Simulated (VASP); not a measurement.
Wanted: the native input for a VASP 6.6.1 run.

| Item | Value |
| --- | --- |
| Task | single point |
| Functional | r2SCAN |
| Potentials or basis | VASP PAW PBE potentials, release 64 (K_sv, F) |
| Cutoff | 520 eV |
| k mesh | 7 × 7 × 7 |
| Occupations | methfessel-paxton, width 0.1 eV |
| Spin | no spin polarisation |
| Dipole correction | no |
| Further INCAR settings | ALGO = Normal; EDIFF = 1e-06; NBANDS = 15 |

KF:

```xyz
2
Lattice="3.2590 0.0000 0.0000 0.0000 3.2590 0.0000 0.0000 0.0000 3.2590" Properties=species:S:1:pos:R:3 pbc="T T T"
K     0.0000    0.0000    0.0000
F     1.6295    1.6295    1.6295
```

These files were run (other wordings do the same):

POSCAR

```
KF
1.0
    3.2589550000      0.0000000000      0.0000000000
    0.0000000000      3.2589550000      0.0000000000
    0.0000000000      0.0000000000      3.2589550000
K F
1 1
Direct
    0.0000000000      0.0000000000      0.0000000000
    0.5000000000      0.5000000000      0.5000000000
```

INCAR.step1

```
SYSTEM = KF
ALGO = Normal
EDIFF = 1E-4
ENCUT = 520
GGA = PE
ISMEAR = 1
LASPH = .True.
LCHARG = .False.
LREAL = .False.
LWAVE = .True.
NBANDS = 15
NELM = 80
PREC = Accurate
SIGMA = 0.1
```

INCAR.step2

```
SYSTEM = KF
ALGO = Normal
EDIFF = 1E-6
ENCUT = 520
ISIF = 2
ISMEAR = 1
ISTART = 1
LASPH = .True.
LCHARG = .False.
LMIXTAU = .True.
LREAL = .False.
LWAVE = .False.
METAGGA = R2SCAN
NBANDS = 15
NELM = 80
PREC = Accurate
SIGMA = 0.1
```

KPOINTS

```
k-points
0
Gamma
  7 7 7
  0 0 0
```

Potentials or basis: VASP PAW PBE potentials, release 64 (K_sv, F).

Launch:

```console
$ cat potpaw_PBE.64/K_sv/POTCAR potpaw_PBE.64/F/POTCAR > POTCAR
$ cp INCAR.step1 INCAR
$ mpirun -np 1 vasp_std > vasp.out
$ cp INCAR.step2 INCAR
$ mpirun -np 1 vasp_std > vasp.out
```

Results of the run:

The pressure is -2.7 GPa and the band gap on the k mesh is 7.17 eV (least direct gap 7.20 eV).

Caveat: the PAW data sets were made with another functional, which shifts forces and pressure a little; an odd mesh through Γ misses points on the zone boundary, where band edges can lie.

Wall time 30 s on 1 thread of AMD EPYC 7R13 Processor (Zen 3), on a shared host, peak memory 0.12 GiB.
